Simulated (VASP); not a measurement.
**BN: single point with PBE+D3(BJ)**

The system is BN.

```
B N
1.0
     2.50644   -4.34128    0.00000
     2.50644    4.34128    0.00000
     0.00000    0.00000    6.61685
B N
8 8
Direct
  0.33333 0.16667 0.25000
  0.83333 0.16667 0.25000
  0.33333 0.66667 0.25000
  0.83333 0.66667 0.25000
  0.66667 0.33333 0.75000
  0.16667 0.33333 0.75000
  0.66667 0.83333 0.75000
  0.16667 0.83333 0.75000
  0.33333 0.16667 0.75000
  0.83333 0.16667 0.75000
  0.33333 0.66667 0.75000
  0.83333 0.66667 0.75000
  0.66667 0.33333 0.25000
  0.16667 0.33333 0.25000
  0.66667 0.83333 0.25000
  0.16667 0.83333 0.25000
```

| Property | Result |
| --- | --- |
| Program | VASP 6.6.1 |
| Task | single point |
| Functional | PBE |
| Dispersion | D3(BJ) |
| Potentials or basis | VASP PAW PBE potentials, release 64 (B, N) |
| Cutoff | 520 eV |
| k mesh | 6 × 6 × 4 |
| Occupations | gaussian, width 0.05 eV |
| Spin | no spin polarisation |
| Dipole correction | no |
| Further INCAR settings | LREAL = Auto; ALGO = Normal; EDIFF = 1e-06; NBANDS = 46 |

* Pressure: 0.1 GPa
* Band gap on the k mesh: 4.27 eV
* Dispersion energy per atom: -0.141 eV

Stress tensor (GPa, compression positive):
```
 0.17  0.00  0.00
 0.00  0.17  0.00
 0.00  0.00 -0.14
```

Levels at points of the mesh, in eV from the valence-band top:
| k point | band 28 | band 29 | band 30 | band 31 | band 32 | band 33 | band 34 | band 35 | band 36 | band 37 |
| --- | --- | --- | --- | --- | --- | --- | --- | --- | --- | --- |
| (0.00, 0.00, 0.00) | -1.29 | -1.29 | -0.42 | -0.42 | -0.42 | 4.27 | 4.27 | 4.27 | 5.28 | 5.66 |
| (0.50, 0.00, 0.00) | -2.62 | -1.78 | -1.78 | -0.45 | -0.45 | 5.56 | 5.56 | 6.14 | 6.14 | 7.11 |
| (0.00, 0.00, 0.50) | -0.91 | -0.91 | -0.91 | -0.91 | -0.91 | 4.73 | 4.73 | 4.73 | 4.73 | 4.73 |
| (0.50, 0.00, 0.50) | -2.93 | -1.12 | -1.12 | -1.12 | -1.12 | 5.69 | 5.69 | 5.69 | 5.69 | 8.21 |

Run time: 7.5 min on 1 thread of Intel Xeon 8259CL, with other jobs on the host, peak memory 0.31 GiB.

A k mesh can miss the band edges.
